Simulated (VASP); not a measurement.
Wanted: the native input for a VASP 6.6.1 run.

* Task: single point
* Functional: PBEsol
* Potentials or basis: VASP PAW PBE potentials, release 64 (Re_sv_GW)
* Cutoff: 560 eV
* k mesh: 11 × 11 × 11
* Occupations: fermi-dirac, width 0.1 eV
* Spin: no spin polarisation
* Dipole correction: no
* Further INCAR settings: ALGO = Normal; EDIFF = 1e-06; NBANDS = 22

The structure of Re lies in POSCAR:

```
Re
1.0
    0.0000000000      2.8702146672      2.8702146672
    2.8702146672      0.0000000000      2.8702146672
    2.8702146672      2.8702146672      0.0000000000
Re
2
Direct
    0.1250000000      0.1250000000      0.1250000000
    0.8750000000      0.8750000000      0.8750000000
```

This isn't the form of Re at room conditions, which is hcp.

The input as run:

INCAR

```
SYSTEM = Re
PREC = Accurate
ENCUT = 560
EDIFF = 1E-6
ISMEAR = -1
SIGMA = 0.1
LREAL = .False.
LASPH = .True.
NELM = 120
ALGO = Normal
ISIF = 2
LWAVE = .False.
LCHARG = .False.
GGA = PS
NBANDS = 22
GGA_COMPAT = .False.
```

KPOINTS

```
regular mesh
0
Gamma
  11 11 11
  0 0 0
```

Potentials or basis: VASP PAW PBE potentials, release 64 (Re_sv_GW).

Command:

```console
$ cat potpaw_PBE.64/Re_sv_GW/POTCAR > POTCAR
$ mpirun -np 1 vasp_std > vasp.out
```

It gave:

```json
{
  "Pressure": "-14.6 GPa",
  "Band gap on the k mesh": "zero (bands 15 and 16 overlap by 1.10 eV)"
}
```

Caveat: the cell stands under tension; the PAW data sets were made with another functional, which shifts forces and pressure a little; spin-orbit coupling is left out, which moves the levels of the heavy elements.

Wall time 2.8 min on 1 thread of AMD EPYC 7R43 64-Core Processor (Zen 3), on a shared host, peak memory 0.18 GiB.
